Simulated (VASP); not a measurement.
Cu, 1 atom in the cell. The structure is tetragonal, space group I4/mmm (No. 139). The conventional cell has a = 2.712 Å, b = 2.712 Å, c = 2.749 Å, α = 90.00°, β = 90.00°, γ = 90.00°. Cu (site symmetry 4/mmm) has 14 Cu at 2.36 to 2.75 Å within 3.1 Å. This isn't the form of Cu at room conditions, which is fcc.

* Program: VASP 6.6.1
* Task: single point
* Functional: LDA
* Potentials or basis: VASP PAW LDA potentials, release 64 (Cu)
* Cutoff: 520 eV
* k mesh: 22 × 22 × 22
* Occupations: gaussian, width 0.15 eV
* Spin: no spin polarisation
* Dipole correction: no
* Further INCAR settings: ALGO = Normal; EDIFF = 1e-06; NBANDS = 12

Potentials or basis: VASP PAW LDA potentials, release 64 (Cu).

The run is started by

```sh
$ cat potpaw_LDA.64/Cu/POTCAR > POTCAR
$ mpirun -np 1 vasp_std > vasp.out
```

Hardware: 1 thread of Intel(R) Xeon(R) Platinum 8275CL CPU @ 3.00GHz (Skylake/Cascade Lake) (shared host).

Problem. How long does it take, and how much memory?

Solution. It took 57 s on 1 thread of Intel(R) Xeon(R) Platinum 8275CL CPU @ 3.00GHz (Skylake/Cascade Lake), on a shared host, peak memory 0.2 GiB. Counts: scf iterations 11, k points 834.
